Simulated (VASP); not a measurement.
# LiSi16 (a cell with a defect) in VASP: further runs

Runs on LiSi16 (a cell with a defect). Level: PBE+D3(BJ). Tasks: single point.

Everything below comes from runs of VASP 6.6.1. Logs are shortened: lines on timing, memory, paths and dates and some standing lists are left out, and cuts for length are marked.

### Step 1. The cell of the first run

The cell holds a defect, 17 atoms: a = 7.679 Å, b = 7.679 Å, c = 7.679 Å, α = 60.00°, β = 60.00°, γ = 60.00°.

### Step 2. Single point, PBE+D3(BJ)

Contents of INCAR:

```
SYSTEM = LiSi16
PREC     = Accurate       ! precision mode
ENCUT    = 520            ! plane-wave cutoff, eV
EDIFF    = 1E-6           ! SCF threshold, eV
ISMEAR   = -1             ! smearing method
SIGMA    = 0.05           ! smearing width, eV
LREAL    = Auto         
LASPH    = .TRUE.         ! aspherical terms in the spheres
NELM     = 100            ! most SCF steps
ALGO     = Normal         ! electronic algorithm
ISIF     = 2              ! what is computed and relaxed
LWAVE    = .FALSE.        ! write WAVECAR
LCHARG   = .FALSE.        ! write CHGCAR
GGA      = PE             ! functional
IVDW     = 12             ! dispersion correction
NBANDS   = 48             ! bands
NELECT   = 66.0
```

Contents of KPOINTS:

```
Automatic mesh
0
G
  2 2 2
  0 0 0
```

Contents of POSCAR:

```
LiSi16
1.0
    0.0000000000      5.4300000000      5.4300000000
    5.4300000000      0.0000000000      5.4300000000
    5.4300000000      5.4300000000      0.0000000000
Si Li
16 1
Direct
   -0.0056813996      0.0072467772      0.0011694291
    0.1389963168      0.0787753223      0.1607274401
   -0.0064640884     -0.0393738490      0.5252486188
    0.0967863720      0.1630478821      0.6176887661
    0.0092541436      0.4489594843      0.0324953959
    0.0905248619      0.6375782689      0.1298066298
   -0.0243738490      0.5278729282      0.5086464088
    0.1555616943      0.5624125230      0.6507550645
    0.4993646409     -0.0058839779     -0.0034530387
    0.6229281768      0.1400736648      0.0956169429
    0.4853591160      0.0395027624      0.4769244936
    0.6153683241      0.1149815838      0.6339686924
    0.5107090239      0.4849263352      0.0308747698
    0.6548618785      0.6248802947      0.1349171271
    0.5428913444      0.4811786372      0.5180110497
    0.6193830571      0.6471915285      0.6353130755
    0.2498895028      0.7823204420      0.7536464088
```

Potentials or basis: VASP PAW PBE potentials, release 64 (Si, Li_sv).

Run with:

```console
> cat potpaw_PBE.64/Si/POTCAR potpaw_PBE.64/Li_sv/POTCAR > POTCAR
> mpirun -np 1 vasp_std > vasp.out
```

OUTCAR:

```text
SYSTEM = LiSi16
   PREC = Accurate
   ENCUT = 520
   EDIFF = 1E-6
   ISMEAR = -1
   LREAL = Auto
   LASPH = .TRUE.
   NELM = 100
   ISIF = 2
   GGA = PE
   IVDW = 12
   NELECT = 66.0
 IVDW          = 12

 ion  position               nearest neighbor table
   1  0.994  0.007  0.001-   6 2.33  10 2.34   2 2.38   4 2.41  17 2.57
   2  0.139  0.079  0.161-   9 2.28   3 2.29   5 2.32   1 2.38
   3  0.994  0.961  0.525-   2 2.29  12 2.38   8 2.51   4 2.54  17 2.68
   4  0.097  0.163  0.618-   7 2.29  17 2.40   1 2.41  11 2.44   3 2.54
   5  0.009  0.449  0.032-  14 2.26   2 2.32   6 2.34   8 2.40
   6  0.091  0.638  0.130-   1 2.33   5 2.34   7 2.38  17 2.39  13 2.65
   7  0.976  0.528  0.509-  16 2.23   4 2.29   8 2.31   6 2.38
   8  0.156  0.562  0.651-   7 2.31   5 2.40  15 2.45   3 2.51  17 2.67
   9  0.499  0.994  0.997-  12 2.27   2 2.28  10 2.32  14 2.34
  10  0.623  0.140  0.096-  13 2.20   9 2.32   1 2.34  11 2.40
  11  0.485  0.040  0.477-  12 2.30  10 2.40   4 2.44  16 2.47  17 2.69
  12  0.615  0.115  0.634-   9 2.27  11 2.30  15 2.33   3 2.38
  13  0.511  0.485  0.031-  10 2.20  14 2.44  16 2.49   6 2.65
  14  0.655  0.625  0.135-   5 2.26   9 2.34  15 2.41  13 2.44
  15  0.543  0.481  0.518-  16 2.28  12 2.33  14 2.41   8 2.45
  16  0.619  0.647  0.635-   7 2.23  15 2.28  17 2.32  11 2.47  13 2.49
  17  0.250  0.782  0.754-  16 2.32   6 2.39   4 2.40   1 2.57   8 2.67   3 2.68  11 2.69

  LATTYP: Found a face centered cubic cell.
 ALAT       =    10.8600000000

  Lattice vectors:

 A1 = (   0.0000000000,   5.4300000000,   5.4300000000)
 A2 = (   5.4300000000,   0.0000000000,   5.4300000000)
 A3 = (   5.4300000000,   5.4300000000,   0.0000000000)

Analysis of symmetry for initial positions (statically):
=====================================================================
 Subroutine PRICEL returns:
 Original cell was already a primitive cell.

 Routine SETGRP: Setting up the symmetry group for a
 face centered cubic supercell.

 Subroutine GETGRP returns: Found  1 space group operations
 (whereof  1 operations were pure point group operations)
 out of a pool of 48 trial point group operations.

The static configuration has the point symmetry C_1 .

Analysis of symmetry for dynamics (positions and initial velocities):
=====================================================================
 Subroutine PRICEL returns:
 Original cell was already a primitive cell.

 Routine SETGRP: Setting up the symmetry group for a
 face centered cubic supercell.

 Subroutine GETGRP returns: Found  1 space group operations
 (whereof  1 operations were pure point group operations)
 out of a pool of 48 trial point group operations.

The dynamic configuration has the point symmetry C_1 .

 Subroutine INISYM returns: Found  1 space group operations
 (whereof  1 operations are pure point group operations),
 and found     1 'primitive' translations

----------------------------------------------------------------------------------------

                                     Primitive cell

  volume of cell :     320.2060

  direct lattice vectors                    reciprocal lattice vectors
     0.000000000  5.430000000  5.430000000    -0.092081031  0.092081031  0.092081031
     5.430000000  0.000000000  5.430000000     0.092081031 -0.092081031  0.092081031
     5.430000000  5.430000000  0.000000000     0.092081031  0.092081031 -0.092081031

  length of vectors
     7.679179644  7.679179644  7.679179644     0.159489025  0.159489025  0.159489025

  position of ions in fractional coordinates (direct lattice)
     0.994318600  0.007246777  0.001169429
     0.138996317  0.078775322  0.160727440
     0.993535912  0.960626151  0.525248619
     0.096786372  0.163047882  0.617688766
     0.009254144  0.448959484  0.032495396
     0.090524862  0.637578269  0.129806630
[... 9 lines left out ...]
     0.619383057  0.647191529  0.635313076
     0.249889503  0.782320442  0.753646409

  ion indices of the primitive-cell ions
   primitive index   ion index
                 1           1
[... 60 lines left out ...]
     44       9.4749      0.00000
     45       9.6810      0.00000

 k-point     3 :       0.0000    0.5000    0.0000
  band No.  band energies     occupation
      1     -40.1686      2.00000
      2      -5.2416      2.00000
      3      -5.0654      2.00000
      4      -3.4905      2.00000
      5      -3.3372      2.00000
      6      -3.2626      2.00000
[... 37 lines left out ...]
     44       9.6581      0.00000
     45       9.6989      0.00000

 k-point     4 :       0.0000    0.0000    0.5000
  band No.  band energies     occupation
      1     -40.1686      2.00000
      2      -5.1883      2.00000
      3      -5.1499      2.00000
      4      -3.4614      2.00000
      5      -3.3966      2.00000
      6      -3.2407      2.00000
[... 37 lines left out ...]
     44       9.4376      0.00000
     45       9.7387      0.00000

 k-point     5 :       0.5000    0.5000    0.5000
  band No.  band energies     occupation
      1     -40.1686      2.00000
      2      -5.1864      2.00000
      3      -5.1290      2.00000
      4      -3.5365      2.00000
      5      -3.3650      2.00000
      6      -3.3311      2.00000
[... 37 lines left out ...]
     44       9.6907      0.00000
     45       9.7120      0.00000

 k-point     6 :       0.5000    0.5000    0.0000
  band No.  band energies     occupation
      1     -40.1686      2.00000
      2      -5.0105      2.00000
      3      -4.7519      2.00000
      4      -4.1696      2.00000
      5      -3.9517      2.00000
      6      -3.7938      2.00000
[... 37 lines left out ...]
     44      10.2095      0.00000
     45      10.3271      0.00000

 k-point     7 :       0.0000    0.5000    0.5000
  band No.  band energies     occupation
      1     -40.1686      2.00000
      2      -5.0381      2.00000
      3      -4.7140      2.00000
      4      -4.1316      2.00000
      5      -3.9649      2.00000
      6      -3.8138      2.00000
[... 37 lines left out ...]
     44      10.1702      0.00000
     45      10.3047      0.00000

 k-point     8 :       0.5000    0.0000    0.5000
  band No.  band energies     occupation
      1     -40.1686      2.00000
      2      -4.9518      2.00000
      3      -4.8226      2.00000
      4      -4.1666      2.00000
      5      -3.9620      2.00000
      6      -3.8639      2.00000
[... 37 lines left out ...]
     44      10.1974      0.00000
     45      10.3667      0.00000
 [bands above 45 left out]

------------------------ aborting loop because EDIFF is reached ----------------------------------------

 Edisp (eV)   -5.45247

 E8    (eV) :    -2.2577

  FORCE on cell =-STRESS in cart. coord.  units (eV):
  Direction    XX          YY          ZZ          XY          YZ          ZX
  --------------------------------------------------------------------------------------
  -------------------------------------------------------------------------------------
  Total      -6.12096    -9.23947    -7.92618    -1.87221     0.04799     0.05244
  in kB     -30.62675   -46.23048   -39.65928    -9.36774     0.24010     0.26237
  external pressure =      -38.84 kB  Pullay stress =        0.00 kB

 VOLUME and BASIS-vectors are now :
 -----------------------------------------------------------------------------
  energy-cutoff  :      520.00
  volume of cell :      320.21
      direct lattice vectors                 reciprocal lattice vectors
     0.000000000  5.430000000  5.430000000    -0.092081031  0.092081031  0.092081031
     5.430000000  0.000000000  5.430000000     0.092081031 -0.092081031  0.092081031
     5.430000000  5.430000000  0.000000000     0.092081031  0.092081031 -0.092081031

 POSITION                                       TOTAL-FORCE (eV/Angst)
 -----------------------------------------------------------------------------------
      0.04570      5.40550      5.43850         0.130487     -0.269081      0.454679
      1.30050      1.62750      1.18250         0.002162     -0.929044     -0.472386
      8.06830      8.24700     10.61110         0.632396      0.970505     -0.004735
      4.23940      3.87960      1.41090        -0.997132      0.292216     -0.695394
      2.61430      0.22670      2.48810        -0.316677     -0.159508      1.147373
      4.16690      1.19640      3.95360        -0.340312      2.052584      0.014232
[... 9 lines left out ...]
      6.96400      6.81300      6.87750         1.204572      0.618828      0.068197
      8.34030      5.44920      5.60490        -0.267065     -0.282069     -0.333599
 -----------------------------------------------------------------------------------
    total drift:                               -0.002604      0.000020      0.000377

  FREE ENERGIE OF THE ION-ELECTRON SYSTEM (eV)
  ---------------------------------------------------
  free  energy   TOTEN  =       -97.3536185705 eV

  energy  without entropy=      -97.3453776199  energy(sigma->0) =      -97.34949810
```

It took 5.9 min on 1 thread of Intel Xeon 8259CL, shared host; peak memory 0.48 GiB.

Results:

```
Free energy                : -97.3536 eV
Largest force              : 3.089 eV/Å
Dispersion energy per atom : -0.321 eV
```

Forces on the atoms (eV/Å):
```
Si   0.130 -0.269  0.455
Si   0.002 -0.929 -0.472
Si   0.632  0.971 -0.005
Si  -0.997  0.292 -0.695
Si  -0.317 -0.160  1.147
Si  -0.340  2.053  0.014
Si  -1.005  0.048  0.844
Si   0.821 -0.114  0.907
Si  -0.069  0.759 -0.060
Si  -0.277  1.327 -0.910
Si  -0.420 -0.341 -0.878
Si  -0.548  0.226  0.951
Si   1.739 -2.243  1.220
Si  -0.032 -0.553 -1.692
Si  -0.258 -1.404 -0.561
Si   1.205  0.619  0.068
Li  -0.267 -0.282 -0.334
```

Levels at points of the mesh, in eV from the Fermi level:
| k point | band 29 | band 30 | band 31 | band 32 | band 33 | band 34 | band 35 | band 36 | band 37 | band 38 |
| --- | --- | --- | --- | --- | --- | --- | --- | --- | --- | --- |
| (0.00, 0.00, 0.00) | -1.21 | -0.97 | -0.38 | -0.23 | -0.12 | 0.12 | 0.31 | 0.41 | 0.58 | 0.68 |
| (0.50, 0.00, 0.00) | -2.13 | -1.18 | -1.05 | -0.88 | -0.69 | 0.78 | 0.87 | 1.12 | 1.28 | 1.32 |
| (0.00, 0.50, 0.00) | -1.97 | -1.07 | -0.92 | -0.87 | -0.69 | 0.63 | 0.92 | 1.24 | 1.38 | 1.42 |
| (0.00, 0.00, 0.50) | -2.09 | -1.23 | -1.00 | -0.85 | -0.64 | 0.84 | 0.92 | 1.00 | 1.17 | 1.31 |
| (0.50, 0.50, 0.50) | -2.03 | -1.12 | -1.05 | -0.85 | -0.52 | 0.83 | 0.98 | 1.12 | 1.20 | 1.40 |
| (0.50, 0.50, 0.00) | -1.86 | -1.72 | -1.62 | -1.28 | -1.15 | 0.86 | 0.88 | 1.81 | 1.92 | 2.04 |
| (0.00, 0.50, 0.50) | -1.89 | -1.75 | -1.48 | -1.38 | -1.11 | 0.77 | 0.87 | 1.80 | 1.87 | 2.06 |
| (0.50, 0.00, 0.50) | -2.02 | -1.62 | -1.48 | -1.41 | -1.22 | 0.74 | 0.84 | 1.77 | 1.88 | 2.12 |

Caveat: the k points lie up to 0.50 Å⁻¹ apart; the cell carries a net charge on a neutralising background, which shifts energy and pressure; the cell is charged against a uniform background, so pressure and absolute levels hang on convention; the cutoff is under 1.25 times the usual one of these potentials, so pressure, stress and relaxed cells hold a basis-set (Pulay) error.

### Step 3. Single point, PBE+D3(BJ)

Contents of INCAR:

```
SYSTEM = LiSi16
  PREC = Accurate
  ENCUT = 520
  EDIFF = 1E-6
  ISMEAR = -1
  SIGMA = 0.05
  LREAL = Auto
  LASPH = .TRUE.
  NELM = 80
  ALGO = Normal
  ISIF = 2
  LWAVE = .FALSE.
  LCHARG = .TRUE.
  GGA = PE
  IVDW = 12
  LELF = .TRUE.
  LVHAR = .TRUE.
  NELECT = 66.0
  NBANDS = 48
```

Contents of KPOINTS:

```
regular mesh
0
G
  2 2 2
  0 0 0
```

Contents of POSCAR:

```
LiSi16
1.0
    0.0000000000      5.4300000000      5.4300000000
    5.4300000000      0.0000000000      5.4300000000
    5.4300000000      5.4300000000      0.0000000000
Si Li
16 1
Direct
   -0.0032136280     -0.0149263352      0.0025322284
    0.1366942910      0.0877255985      0.1471178637
   -0.0090699816     -0.0210773481      0.5191068140
    0.1016942910      0.1237753223      0.6357826888
    0.0119521179      0.4760957643      0.0208839779
    0.1290239411      0.6033517495      0.1547882136
   -0.0156629834      0.4779097606      0.5509668508
    0.1514272560      0.5702302026      0.6531399632
    0.5021823204      0.0078176796      0.0138950276
    0.6285543278      0.1552578269      0.1065469613
    0.4824033149      0.0461233886      0.4903775322
    0.6159668508      0.1518416206      0.6355064457
    0.5112338858      0.5167403315     -0.0137384899
    0.6500828729      0.6339318600      0.1226795580
    0.5334714549      0.5127716390      0.4938766114
    0.6393186004      0.6642173112      0.5988397790
    0.2624309392      0.7210497238      0.7685819521
```

Potentials or basis: VASP PAW PBE potentials, release 64 (Si, Li_sv).

Run with:

```console
> cat potpaw_PBE.64/Si/POTCAR potpaw_PBE.64/Li_sv/POTCAR > POTCAR
> mpirun -np 1 vasp_std > vasp.out
```

Run time: 6.1 min. Hardware: 1 thread of Intel Xeon 8259CL, shared host; peak memory 0.49 GiB.

Results (log left out):

- Free energy: -97.8222 eV
- Largest force: 2.099 eV/Å
- Dispersion energy per atom: -0.321 eV

Forces in eV/Å, atoms in the order of the input:
```
Si   0.753  1.252  0.078
Si   0.371 -1.083  0.025
Si  -0.521  0.275 -0.563
Si  -1.040  0.527  0.107
Si  -0.423  1.153 -0.361
Si   0.384  0.309 -0.210
Si  -0.951 -0.649  1.755
Si   0.557 -0.855  1.176
Si  -0.498 -0.244  0.117
Si   0.085  0.808 -0.874
Si  -0.108  0.191  0.286
Si  -1.004  0.524 -0.852
Si   1.034  0.104  0.719
Si  -0.238 -1.103 -0.606
Si  -0.211 -0.954 -0.736
Si   1.522  0.045 -0.187
Li   0.288 -0.300  0.127
```

Levels at points of the mesh, in eV from the Fermi level:
| k point | band 31 | band 32 | band 33 | band 34 | band 35 | band 36 |
| --- | --- | --- | --- | --- | --- | --- |
| (0.00, 0.00, 0.00) | -0.23 | -0.20 | -0.13 | 0.11 | 0.31 | 0.43 |
| (0.50, 0.00, 0.00) | -1.04 | -0.69 | -0.65 | 0.84 | 1.09 | 1.17 |
| (0.00, 0.50, 0.00) | -0.93 | -0.83 | -0.77 | 0.57 | 0.86 | 1.07 |
| (0.00, 0.00, 0.50) | -0.95 | -0.89 | -0.75 | 0.74 | 1.04 | 1.20 |
| (0.50, 0.50, 0.50) | -1.09 | -0.79 | -0.69 | 0.84 | 0.96 | 1.04 |
| (0.50, 0.50, 0.00) | -1.45 | -1.34 | -1.32 | 0.77 | 0.87 | 1.82 |
| (0.00, 0.50, 0.50) | -1.42 | -1.36 | -1.23 | 0.83 | 0.89 | 1.78 |
| (0.50, 0.00, 0.50) | -1.45 | -1.37 | -1.27 | 0.86 | 0.91 | 1.77 |

Caveat: the k points lie up to 0.50 Å⁻¹ apart; the cell carries a net charge on a neutralising background, which shifts energy and pressure; the cell is charged against a uniform background, so pressure and absolute levels hang on convention; the cutoff is under 1.25 times the usual one of these potentials, so pressure, stress and relaxed cells hold a basis-set (Pulay) error.

### Step 4. Single point, PBE+D3(BJ)

Contents of INCAR:

```
SYSTEM = LiSi16
PREC = Accurate ; ENCUT = 520
EDIFF = 1E-6 ; ISMEAR = -1
SIGMA = 0.05 ; LREAL = Auto
LASPH = .TRUE. ; NELM = 100
ALGO = Normal ; ISIF = 2
LWAVE = .FALSE. ; LCHARG = .FALSE.
GGA = PE ; IVDW = 12
NELECT = 66.0 ; NBANDS = 48
```

Contents of KPOINTS:

```
Automatic mesh
0
G
  2 2 2
  0 0 0
```

Contents of POSCAR:

```
LiSi16
1.0
    0.0000000000      5.4300000000      5.4300000000
    5.4300000000      0.0000000000      5.4300000000
    5.4300000000      5.4300000000      0.0000000000
Si Li
16 1
Direct
    0.0081399632      0.0209208103      0.0009760589
    0.1299263352      0.1492265193      0.1288029466
   -0.0095672192      0.0261049724      0.4933793738
    0.1161049724      0.1384254144      0.6392725599
   -0.0208011050      0.5380939227      0.0107642726
    0.1276979742      0.6162983425      0.1510865562
    0.0284162063      0.4894843462      0.5050828729
    0.1001381215      0.6337661142      0.6555893186
    0.5077808471      0.0377440147     -0.0231767956
    0.6307182320      0.1226335175      0.1430202578
    0.4957366483     -0.0380939227      0.5258655617
    0.6268876611      0.1621915285      0.5784898711
    0.5041712707      0.4812615101      0.0050920810
    0.6026151013      0.6656537753      0.1021915285
    0.4984162063      0.5441436464      0.4595948435
    0.6369521179      0.6046685083      0.6163075506
    0.3062154696      0.6241160221      0.7883517495
```

Run with:

```console
> cat potpaw_PBE.64/Si/POTCAR potpaw_PBE.64/Li_sv/POTCAR > POTCAR
> mpirun -np 1 vasp_std > vasp.out
```

Wall time 5.5 min (1 thread of Intel Xeon 8259CL, shared host); peak memory 0.48 GiB.

Results (log left out):

| Quantity | Value |
| --- | --- |
| Free energy | -96.7011 eV |
| Largest force | 2.906 eV/Å |
| Dispersion energy per atom | -0.321 eV |

Forces on the atoms (eV/Å):
```
Si   0.370  1.077 -1.089
Si  -0.399 -0.660  0.582
Si   0.048  1.079 -0.279
Si  -2.019  0.493 -0.885
Si   0.085  0.921 -2.206
Si   0.337 -1.320  1.754
Si   1.766 -0.562 -0.589
Si  -1.234 -1.945  1.772
Si  -0.186 -0.704  0.318
Si  -0.849  0.641 -0.852
Si   1.376 -1.059  2.005
Si   0.641  0.335 -1.407
Si   0.849  0.456  1.022
Si  -0.722 -0.618  0.703
Si  -0.181  0.096 -2.196
Si  -0.808  2.346  1.485
Li   0.925 -0.576 -0.139
```

Levels at points of the mesh, in eV from the Fermi level:
| k point | band 31 | band 32 | band 33 | band 34 | band 35 | band 36 |
| --- | --- | --- | --- | --- | --- | --- |
| (0.00, 0.00, 0.00) | -0.45 | -0.17 | -0.09 | 0.08 | 0.22 | 0.29 |
| (0.50, 0.00, 0.00) | -1.12 | -0.81 | -0.67 | 0.59 | 0.77 | 0.94 |
| (0.00, 0.50, 0.00) | -0.99 | -0.83 | -0.60 | 0.61 | 0.81 | 1.09 |
| (0.00, 0.00, 0.50) | -0.97 | -0.92 | -0.78 | 0.58 | 0.95 | 1.02 |
| (0.50, 0.50, 0.50) | -1.01 | -0.92 | -0.67 | 0.70 | 0.79 | 0.89 |
| (0.50, 0.50, 0.00) | -1.49 | -1.36 | -1.18 | 0.56 | 0.75 | 1.62 |
| (0.00, 0.50, 0.50) | -1.49 | -1.41 | -1.33 | 0.54 | 0.88 | 1.78 |
| (0.50, 0.00, 0.50) | -1.52 | -1.40 | -1.30 | 0.50 | 0.76 | 1.74 |

Caveat: the k points lie up to 0.50 Å⁻¹ apart; the cell carries a net charge on a neutralising background, which shifts energy and pressure; the cell is charged against a uniform background, so pressure and absolute levels hang on convention; the cutoff is under 1.25 times the usual one of these potentials, so pressure, stress and relaxed cells hold a basis-set (Pulay) error.
